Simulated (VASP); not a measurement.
# TaN (P-6m2) in VASP: further runs

The runs below take TaN through single point, relaxation of cell and atoms, with PBEsol.

Everything below comes from runs of VASP 6.6.1. Logs are shortened: lines on timing, memory, paths and dates and some standing lists are left out, and cuts for length are marked.

**1. The cell of the first run**

Symmetry: P-6m2, No. 187, hexagonal system. The conventional cell has a = 2.910 Å, b = 2.910 Å, c = 2.860 Å, α = 90.00°, β = 90.00°, γ = 120.00°. Within 3.0 Å of Ta (site symmetry -6m2) lie 6 N at 2.21 Å and 8 Ta at 2.86 to 2.91 Å. Within 3.0 Å of N (site symmetry -6m2) lie 6 Ta at 2.21 Å and 8 N at 2.86 to 2.91 Å.

**2. Single point, PBEsol**

INCAR reads:

```
SYSTEM = TaN
PREC = Accurate
ENCUT = 520
EDIFF = 1E-6
ISMEAR = 0
SIGMA = 0.1
LREAL = .False.
LASPH = .True.
NELM = 80
ALGO = Normal
ISIF = 2
LWAVE = .False.
LCHARG = .False.
GGA = PS
NBANDS = 15
```

KPOINTS reads:

```
Automatic mesh
0
Gamma
  18 18 14
  0 0 0
```

POSCAR reads:

```
TaN
1.0
    2.9101227962      0.0000000000      0.0000000000
   -1.4550613981      2.5202402696      0.0000000000
    0.0000000000      0.0000000000      2.8595806101
Ta N
1 1
Direct
    0.3333333333      0.6666666667      0.5000000000
    0.0000000000      0.0000000000      0.0000000000
```

Potentials or basis: VASP PAW PBE potentials, release 64 (Ta_pv, N).

The run is started by

```bash
> cat potpaw_PBE.64/Ta_pv/POTCAR potpaw_PBE.64/N/POTCAR > POTCAR
> mpirun -np 1 vasp_std > vasp.out
```

OUTCAR:

```text
SYSTEM = TaN
   PREC = Accurate
   ENCUT = 520
   EDIFF = 1E-6
   ISMEAR = 0
   LREAL = .False.
   LASPH = .True.
   NELM = 80
   ISIF = 2
   GGA = PS

 ion  position               nearest neighbor table
   1  0.333  0.667  0.500-   2 2.21   2 2.21   2 2.21   2 2.21   2 2.21   2 2.21
   2  0.000  0.000  0.000-   1 2.21   1 2.21   1 2.21   1 2.21   1 2.21   1 2.21

  LATTYP: Found a hexagonal cell.
 ALAT       =     2.9101227962
 C/A-ratio  =     0.9826322841

  Lattice vectors:

 A1 = (   2.9101227962,   0.0000000000,   0.0000000000)
 A2 = (  -1.4550613981,   2.5202402696,   0.0000000000)
 A3 = (   0.0000000000,   0.0000000000,   2.8595806101)

Analysis of symmetry for initial positions (statically):
=====================================================================
 Subroutine PRICEL returns:
 Original cell was already a primitive cell.

 Routine SETGRP: Setting up the symmetry group for a
 hexagonal supercell.

 Subroutine GETGRP returns: Found 12 space group operations
 (whereof 12 operations were pure point group operations)
 out of a pool of 24 trial point group operations.

The static configuration has the point symmetry D_3h.

Analysis of symmetry for dynamics (positions and initial velocities):
=====================================================================
 Subroutine PRICEL returns:
 Original cell was already a primitive cell.

 Routine SETGRP: Setting up the symmetry group for a
 hexagonal supercell.

 Subroutine GETGRP returns: Found 12 space group operations
 (whereof 12 operations were pure point group operations)
 out of a pool of 24 trial point group operations.

The dynamic configuration has the point symmetry D_3h.

 Subroutine INISYM returns: Found 12 space group operations
 (whereof 12 operations are pure point group operations),
 and found     1 'primitive' translations

----------------------------------------------------------------------------------------

                                     Primitive cell

  volume of cell :      20.9728

  direct lattice vectors                    reciprocal lattice vectors
     2.910122796  0.000000000  0.000000000     0.343628111  0.198393783  0.000000000
    -1.455061398  2.520240270  0.000000000     0.000000000  0.396787565  0.000000000
     0.000000000  0.000000000  2.859580610     0.000000000  0.000000000  0.349701630

  length of vectors
     2.910122796  2.910122796  2.859580610     0.396787565  0.396787565  0.349701630

  position of ions in fractional coordinates (direct lattice)
     0.333333333  0.666666667  0.500000000
     0.000000000  0.000000000  0.000000000

[... 89 lines left out ...]
   EMIN   =  10.00;   EMAX   =-10.00  energy-range for DOS
   EFERMI =   0.00;   METHOD = LEGACY
   ISMEAR =     0;   SIGMA  =   0.10  broadening in eV -4-tet -1-fermi 0-gaus
   EFERMI_NEDOS =   21; number of points for ismear=-14 and -15
   IALGO  =     38    algorithm
   IMIX   =      4    mixing-type and parameters
     AMIX     =   0.40;   BMIX     =  1.00
     AMIX_MAG =   1.60;   BMIX_MAG =  1.00
  volume/ion in A,a.u.               =      10.49        70.77
  Fermi-wavevector in a.u.,A,eV,Ry     =   1.495878  2.826800 30.445106  2.237652
  Thomas-Fermi vector in A             =   2.607967
   LORBIT       =      0    0 simple, 1 ext, 2 COOP (PROOUT), +10 PAW based schemes
   GGA     = PS    functional components
   LHFCALC =     F    Hartree Fock is set to
   AEXX    =    0.0000 exact exchange contribution
   IVDW    =     0    specifies the selected vdW correction
   LEPSILON=     F    determine dielectric tensor
   LRPA    =     F    only Hartree local field effects (RPA)
 non-spin polarized calculation
 Gauss-broadening in eV      SIGMA  =   0.10
  energy-cutoff  :      520.00
  volume of cell :       20.97
 maximum number of plane-waves:       593
 NGX is ok and might be reduce to    24
   NGX = 11   NGY = 11   NGZ = 11

 number of electron      15.9999999 magnetization

 Free energy of the ion-electron system (eV)
  ---------------------------------------------------
  ext. energy  EPLUGINS =         0.00000000
  ---------------------------------------------------
  free energy    TOTEN  =       -23.79950765 eV

  energy without entropy =      -23.79925938  energy(sigma->0) =      -23.79938351

 E-fermi :   8.3471     XC(G=0): -13.6547

 val. band max:        8.3046511483   @ k =   0.0000   0.0000   0.4286
 cond. band min:       8.3781316350   @ k =   0.0556   0.0000   0.5000
 fundamental gap:      0.0734804867
 Fermi energy:         8.3471479657

 k-point     1 :       0.0000    0.0000    0.0000
  band No.  band energies     occupation
      1     -26.3251      2.00000
      2     -26.0395      2.00000
      3     -26.0395      2.00000
      4      -9.5647      2.00000
      5       3.7056      2.00000
      6       3.7056      2.00000
      7       4.0203      2.00000
      8       5.4300      2.00000
      9      10.8124      0.00000
     10      12.0966      0.00000
     11      12.0966      0.00000
     12      12.5136      0.00000
     13      12.5136      0.00000
     14      21.5632      0.00000
[... 401 lines left out ...]
      2     -26.3776      2.00000
      3     -26.1633      2.00000
      4      -7.1107      2.00000
      5       0.1218      2.00000
      6       3.0973      2.00000
      7       4.0278      2.00000
      8       6.0317      2.00000
      9      10.7303      0.00000
     10      11.5659      0.00000
     11      13.1391      0.00000
     12      14.6278      0.00000
     13      17.2646      0.00000
     14      20.8288      0.00000
     15      21.8849      0.00000

 [... further k-points ...]

------------------------ aborting loop because EDIFF is reached ----------------------------------------

  FORCE on cell =-STRESS in cart. coord.  units (eV):
  Direction    XX          YY          ZZ          XY          YZ          ZX
  --------------------------------------------------------------------------------------
  -------------------------------------------------------------------------------------
  Total        0.7633684      0.7633684      0.7919333      0.0000000      0.0000000     -0.0000000
  in kB       58.3161921     58.3161921     60.4983600      0.0000000      0.0000000     -0.0000000
  external PRESSURE =      59.0435814 kB  Pullay stress =       0.0000000 kB

 VOLUME and BASIS-vectors are now :
 -----------------------------------------------------------------------------
  energy-cutoff  :      520.00
  volume of cell :       20.97
      direct lattice vectors                 reciprocal lattice vectors
     2.910122796  0.000000000  0.000000000     0.343628111  0.198393783  0.000000000
    -1.455061398  2.520240270  0.000000000     0.000000000  0.396787565  0.000000000
     0.000000000  0.000000000  2.859580610     0.000000000  0.000000000  0.349701630

 POSITION                                       TOTAL-FORCE (eV/Angst)
 -----------------------------------------------------------------------------------
     -0.00000      1.68016      1.42979        -0.000000     -0.000000      0.000000
      0.00000      0.00000      0.00000         0.000000      0.000000      0.000000
 -----------------------------------------------------------------------------------
    total drift:                                0.000000     -0.000000     -0.000000

  FREE ENERGIE OF THE ION-ELECTRON SYSTEM (eV)
  ---------------------------------------------------
  free  energy   TOTEN  =       -23.7995076473 eV

  energy  without entropy=      -23.7992593802  energy(sigma->0) =      -23.79938351
```

stdout:

```text
POSCAR found type information on POSCAR TaN
 POSCAR found :  2 types and       2 ions
 scaLAPACK will be used
 -----------------------------------------------------------------------------
|                                                                             |
|                                                                             |
|     You enforced a specific xc type in the INCAR file but a different       |
|     I HOPE YOU KNOW WHAT YOU ARE DOING!                                     |
|                                                                             |
 -----------------------------------------------------------------------------

 LDA part: xc-table for (Slater+PW92), standard interpolation
 POSCAR, INCAR and KPOINTS ok, starting setup
 FFT: planning ... GRIDC
 FFT: planning ... GRID_SOFT
 FFT: planning ... GRID
 WAVECAR not read
 entering main loop
```

It took 1.8 min on 1 thread of Intel Xeon 8259CL, shared host; peak memory 0.22 GiB.

Results:

```
Free energy            : -23.7995 eV
Pressure               : 5.9 GPa
Band gap on the k mesh : zero (bands 8 and 9 overlap by 0.35 eV)
```

Caveat: the cell stands under pressure; the PAW data sets were made with another functional, which shifts forces and pressure a little; spin-orbit coupling is left out, which moves the levels of the heavy elements.

**3. Single point, PBEsol**

This run uses another cell than the first one, of 10.57 Å³/atom.

INCAR reads:

```
SYSTEM = TaN
PREC = Accurate
ENCUT = 520
EDIFF = 1E-7
ISMEAR = 0
SIGMA = 0.1
LREAL = .FALSE.
LASPH = .TRUE.
NELM = 100
ALGO = Normal
ISIF = 2
LWAVE = .FALSE.
LCHARG = .FALSE.
GGA = PS
NBANDS = 15
```

KPOINTS reads:

```
Automatic mesh
0
G
  18 18 14
  0 0 0
```

POSCAR reads:

```
TaN
1.0
    2.9181144382      0.0000000000      0.0000000000
   -1.4590572191      2.5271612347      0.0000000000
    0.0000000000      0.0000000000      2.8660517553
Ta N
1 1
Direct
    0.3333333333      0.6666666667      0.5000000000
    0.0000000000      0.0000000000      0.0000000000
```

Potentials or basis: VASP PAW PBE potentials, release 64 (Ta_pv, N).

The run is started by

```bash
> cat potpaw_PBE.64/Ta_pv/POTCAR potpaw_PBE.64/N/POTCAR > POTCAR
> mpirun -np 1 vasp_std > vasp.out
```

Run time: 96 s. Hardware: 1 thread of Intel Xeon 8259CL, shared host; peak memory 0.22 GiB.

The run converged. Its results:

| Property | Result |
| --- | --- |
| Free energy | -23.8041 eV |
| Pressure | 2.9 GPa |
| Band gap on the k mesh | zero (bands 8 and 9 overlap by 0.35 eV) |

Stress tensor (GPa, compression positive):
```
2.88 0.00 0.00
0.00 2.88 0.00
0.00 0.00 3.08
```

Levels at points of the mesh, in eV from the Fermi level:
```
           k point  band 6  band 7  band 8  band 9  band 10  band 11
(0.00, 0.00, 0.00)   -4.61   -4.29   -2.91    2.40     3.71     3.71
(0.50, 0.00, 0.00)   -5.27   -3.55   -3.17    3.09     4.20     5.35
(0.00, 0.00, 0.50)   -3.78   -3.78   -0.08   -0.08     2.52     3.40
(0.50, 0.00, 0.50)   -6.25   -5.77   -0.28    4.33     5.55     6.27
```

Caveat: the PAW data sets were made with another functional, which shifts forces and pressure a little; spin-orbit coupling is left out, which moves the levels of the heavy elements.

**4. Single point, PBEsol**

This run uses another cell than the first one, of 10.69 Å³/atom.

INCAR reads:

```
SYSTEM = TaN
PREC = Accurate ; ENCUT = 520
EDIFF = 1E-6 ; ISMEAR = 0
SIGMA = 0.1 ; LREAL = .FALSE.
LASPH = .TRUE. ; NELM = 100
ALGO = Normal ; ISIF = 2
LWAVE = .FALSE. ; LCHARG = .FALSE.
GGA = PS ; NBANDS = 15
```

KPOINTS is that of step 3.

POSCAR reads:

```
TaN
1.0
    2.9299692733      0.0000000000      0.0000000000
   -1.4649846367      2.5374278230      0.0000000000
    0.0000000000      0.0000000000      2.8755298931
Ta N
1 1
Direct
    0.3333333333      0.6666666667      0.5000000000
    0.0000000000      0.0000000000      0.0000000000
```

The run is started by

```bash
> cat potpaw_PBE.64/Ta_pv/POTCAR potpaw_PBE.64/N/POTCAR > POTCAR
> mpirun -np 1 vasp_std > vasp.out
```

Wall time 1.8 min (1 thread of Intel Xeon 8259CL, shared host); peak memory 0.22 GiB.

The run converged. Its results:

```
Free energy            : -23.8056 eV
Pressure               : -1.2 GPa
Band gap on the k mesh : zero (bands 8 and 9 overlap by 0.35 eV)
```

Stress tensor (GPa, compression positive):
```
-1.31  0.00  0.00
 0.00 -1.31  0.00
 0.00  0.00 -1.11
```

Levels at points of the mesh, in eV from the Fermi level:
| k point | band 6 | band 7 | band 8 | band 9 | band 10 | band 11 |
| --- | --- | --- | --- | --- | --- | --- |
| (0.00, 0.00, 0.00) | -4.57 | -4.24 | -2.89 | 2.30 | 3.66 | 3.66 |
| (0.50, 0.00, 0.00) | -5.21 | -3.51 | -3.15 | 3.04 | 4.12 | 5.28 |
| (0.00, 0.00, 0.50) | -3.74 | -3.74 | -0.08 | -0.08 | 2.49 | 3.35 |
| (0.50, 0.00, 0.50) | -6.20 | -5.71 | -0.31 | 4.24 | 5.45 | 6.17 |

Caveat: the PAW data sets were made with another functional, which shifts forces and pressure a little; spin-orbit coupling is left out, which moves the levels of the heavy elements.

**5. Relaxation of cell and atoms, PBEsol, target pressure 40 GPa, at which the enthalpy is minimised**

This run uses another cell than the first one, of 9.69 Å³/atom.

INCAR reads:

```
SYSTEM = TaN
PREC = Accurate
ENCUT = 600
EDIFF = 1E-6
ISMEAR = 0
SIGMA = 0.1
LREAL = .FALSE.
LASPH = .TRUE.
NELM = 100
ALGO = Normal
ISIF = 3
LWAVE = .FALSE.
LCHARG = .FALSE.
GGA = PS
IBRION = 2
NSW = 70
EDIFFG = -0.008
PSTRESS = 400.0
```

KPOINTS reads:

```
regular mesh
0
G
  18 18 14
  0 0 0
```

POSCAR reads:

```
TaN
1.0
    2.8320195645      0.0000000000      0.0000000000
   -1.4160097822      2.4526008869      0.0000000000
    0.0000000000      0.0000000000      2.7894045725
Ta N
1 1
Direct
    0.3333333333      0.6666666667      0.5000000000
    0.0000000000      0.0000000000      0.0000000000
```

The run is started by

```bash
> cat potpaw_PBE.64/Ta_pv/POTCAR potpaw_PBE.64/N/POTCAR > POTCAR
> mpirun -np 1 vasp_std > vasp.out
```

Wall time 3.7 min (1 thread of Intel Xeon 8259CL, shared host); peak memory 0.23 GiB.

It converged, with:

```
Free energy                                                : -23.5927 eV
Relaxed volume                                             : 9.73 Å³/atom
Relaxed cell                                               : a = 2.833 Å, b = 2.833 Å, c = 2.799 Å, α = 90.00°, β = 90.00°, γ = 120.00°
Space group after relaxing (to 0.1 Å)                      : P-6m2 (No. 187)
Energy change on relaxing (the run minimises the enthalpy) : -10.7 meV/atom
Ionic steps                                                : 5
Pressure after relaxing                                    : 40.0 GPa
Band gap on the k mesh                                     : zero (bands 8 and 9 overlap by 0.35 eV)
```

Step by step:
| step | energy change (eV) | largest force (eV/Å) | pressure (GPa) | volume (Å³) |
| --- | --- | --- | --- | --- |
| 1 | 0.0000 | 0.0000 | 42.35 | 19.37 |
| 2 | -0.0916 | 0.0000 | 31.52 | 19.78 |
| 3 | -0.0239 | 0.0000 | 39.76 | 19.47 |
| 4 | -0.0186 | 0.0000 | 40.24 | 19.45 |
| 5 | -0.0214 | 0.0000 | 39.99 | 19.46 |

Final structure:
```
CELL_PARAMETERS angstrom
2.83318 0.00000 0.00000
-1.41659 2.45360 0.00000
0.00000 0.00000 2.79894
ATOMIC_POSITIONS crystal
Ta 0.33333 0.66667 0.50000
N 0.00000 0.00000 0.00000
```

Levels at points of the mesh, in eV from the Fermi level:
```tsv
k point	band 5	band 6	band 7	band 8	band 9	band 10	band 11	band 12
(0.00, 0.00, 0.00)	-4.93	-4.93	-4.70	-3.00	3.11	4.10	4.10	4.63
(0.50, 0.00, 0.00)	-8.83	-5.74	-3.91	-3.25	3.43	4.80	5.83	6.20
(0.00, 0.00, 0.50)	-9.97	-4.01	-4.01	-0.10	-0.10	2.70	3.71	3.71
(0.50, 0.00, 0.50)	-7.89	-6.54	-6.21	-0.07	4.97	6.29	7.03	8.17
```

Caveat: the cell is relaxed towards a set pressure, so the run minimises the enthalpy, not the energy; the PAW data sets were made with another functional, which shifts forces and pressure a little; spin-orbit coupling is left out, which moves the levels of the heavy elements. Zero-point motion and thermal expansion aren't in these numbers.

**6. Relaxation of cell and atoms, PBEsol, target pressure 20 GPa, at which the enthalpy is minimised**

This run uses another cell than the first one, of 10.11 Å³/atom.

INCAR reads:

```
SYSTEM = TaN
ALGO = Normal
EDIFF = 1E-7
EDIFFG = -0.008
ENCUT = 600
GGA = PS
IBRION = 2
ISIF = 3
ISMEAR = 0
LASPH = .True.
LCHARG = .False.
LREAL = .False.
LWAVE = .False.
NELM = 60
NSW = 70
PREC = Accurate
PSTRESS = 200.0
SIGMA = 0.1
```

KPOINTS reads:

```
k-points
0
Gamma
  18 18 14
  0 0 0
```

POSCAR reads:

```
TaN
1.0
    2.8737913808      0.0000000000      0.0000000000
   -1.4368956904      2.4887763409      0.0000000000
    0.0000000000      0.0000000000      2.8261993453
Ta N
1 1
Direct
    0.3333333333      0.6666666667      0.5000000000
    0.0000000000      0.0000000000      0.0000000000
```

Potentials or basis: VASP PAW PBE potentials, release 64 (Ta_pv, N).

The run is started by

```bash
> cat potpaw_PBE.64/Ta_pv/POTCAR potpaw_PBE.64/N/POTCAR > POTCAR
> mpirun -np 1 vasp_std > vasp.out
```

Wall time 3.8 min (1 thread of Intel Xeon 8259CL, shared host); peak memory 0.23 GiB.

The run converged. Its results:

| Quantity | Value |
| --- | --- |
| Free energy | -23.7449 eV |
| Relaxed volume | 10.14 Å³/atom |
| Relaxed cell | a = 2.875 Å, b = 2.875 Å, c = 2.832 Å, α = 90.00°, β = 90.00°, γ = 120.00° |
| Space group after relaxing (to 0.1 Å) | P-6m2 (No. 187) |
| Energy change on relaxing (the run minimises the enthalpy) | -3.8 meV/atom |
| Ionic steps | 5 |
| Pressure after relaxing | 20.0 GPa |
| Band gap on the k mesh | zero (bands 8 and 9 overlap by 0.35 eV) |

Step by step:
```
step  energy change (eV)  largest force (eV/Å)  pressure (GPa)  volume (Å³)
   1              0.0000                0.0000           21.35        20.21
   2             -0.0287                0.0000           15.77        20.46
   3             -0.0083                0.0000           19.89        20.28
   4             -0.0068                0.0000           20.10        20.27
   5             -0.0075                0.0000           20.00        20.27
```

Final structure:
```
Ta N
1.0
     2.87483    0.00000    0.00000
    -1.43742    2.48968    0.00000
     0.00000    0.00000    2.83222
Ta N
1 1
Cartesian
  0.0000 1.6598 1.4161
  0.0000 0.0000 0.0000
```

Levels at points of the mesh, in eV from the Fermi level:
```tsv
k point	band 5	band 6	band 7	band 8	band 9	band 10	band 11	band 12
(0.00, 0.00, 0.00)	-4.77	-4.77	-4.49	-2.96	2.76	3.91	3.91	4.37
(0.50, 0.00, 0.00)	-8.61	-5.51	-3.73	-3.21	3.26	4.50	5.59	5.84
(0.00, 0.00, 0.50)	-9.73	-3.89	-3.89	-0.09	-0.09	2.61	3.55	3.55
(0.50, 0.00, 0.50)	-7.66	-6.40	-5.99	-0.18	4.65	5.92	6.65	7.73
```

Caveat: the cell is relaxed towards a set pressure, so the run minimises the enthalpy, not the energy; the PAW data sets were made with another functional, which shifts forces and pressure a little; spin-orbit coupling is left out, which moves the levels of the heavy elements.

**7. Overview**

```csv
task,cell,cutoff (eV),gap on the mesh (eV),pressure (GPa)
single point,"a = 2.910, b = 2.910, c = 2.860 Å, angles 90.0, 90.0, 120.0°, 2 atoms",520,none,5.9
single point,"a = 2.918, b = 2.918, c = 2.866 Å, angles 90.0, 90.0, 120.0°, 2 atoms",520,none,2.9
single point,"a = 2.930, b = 2.930, c = 2.876 Å, angles 90.0, 90.0, 120.0°, 2 atoms",520,none,-1.2
relaxation of cell and atoms,"relaxed to 40 GPa from a = 2.832, b = 2.832, c = 2.789 Å, angles 90.0, 90.0, 120.0°, 2 atoms",600,none,40.0
relaxation of cell and atoms,"relaxed to 20 GPa from a = 2.874, b = 2.874, c = 2.826 Å, angles 90.0, 90.0, 120.0°, 2 atoms",600,none,20.0
```

Alike in all rows: level PBEsol; potentials or basis VASP PAW PBE potentials, release 64 (Ta_pv, N); no spin polarisation; k mesh 18 × 18 × 14; smearing gaussian 0.1 eV.

Caveats: the PAW data sets were made with another functional, which shifts forces and pressure a little; spin-orbit coupling is left out, which moves the levels of the heavy elements; the cell is relaxed towards a set pressure, so the run minimises the enthalpy, not the energy (at least some runs); the cell stands under pressure (at least some runs).

Absolute energies hang on the potentials; compare differences alone.
